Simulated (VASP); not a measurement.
**GaP: single point with r2SCAN**

GaP:

```xyz
2
Lattice="0.0000 2.7254 2.7254 2.7254 0.0000 2.7254 2.7254 2.7254 0.0000" Properties=species:S:1:pos:R:3 pbc="T T T"
Ga    0.0000    0.0000    0.0000
P     1.3627    1.3627    1.3627
```

| Quantity | Value |
| --- | --- |
| Program | VASP 6.6.1 |
| Task | single point |
| Functional | r2SCAN |
| Potentials or basis | VASP PAW PBE potentials, release 64 (Ga_d, P) |
| Cutoff | 520 eV |
| k mesh | 6 × 6 × 6 |
| Occupations | methfessel-paxton, width 0.001 eV |
| Spin | no spin polarisation |
| Dipole correction | no |
| Further INCAR settings | ALGO = Normal; EDIFF = 1e-07; NBANDS = 16 |

| Item | Value |
| --- | --- |
| Pressure | 0.0 GPa |
| Band gap on the k mesh | 1.91 eV, indirect (least direct gap 2.34 eV) |

Levels at points of the mesh, in eV from the valence-band top:
```csv
k point,band 5,band 6,band 7,band 8,band 9,band 10,band 11,band 12,band 13,band 14
"(0.00, 0.00, 0.00)",-14.88,-13.02,0.00,0.00,0.00,2.34,4.19,4.19,4.19,9.46
"(0.50, 0.00, 0.00)",-14.87,-10.86,-6.85,-1.17,-1.17,2.04,5.05,5.05,8.83,11.64
"(0.50, 0.50, 0.00)",-14.86,-9.92,-6.96,-2.80,-2.80,1.91,2.10,11.35,11.35,12.01
```

Wall time 42 s on 1 thread of Intel(R) Xeon(R) Platinum 8488C (Sapphire Rapids), on a shared host, peak memory 0.17 GiB.

Caveat: the PAW data sets were made with another functional, which shifts forces and pressure a little. A k mesh can miss the band edges.
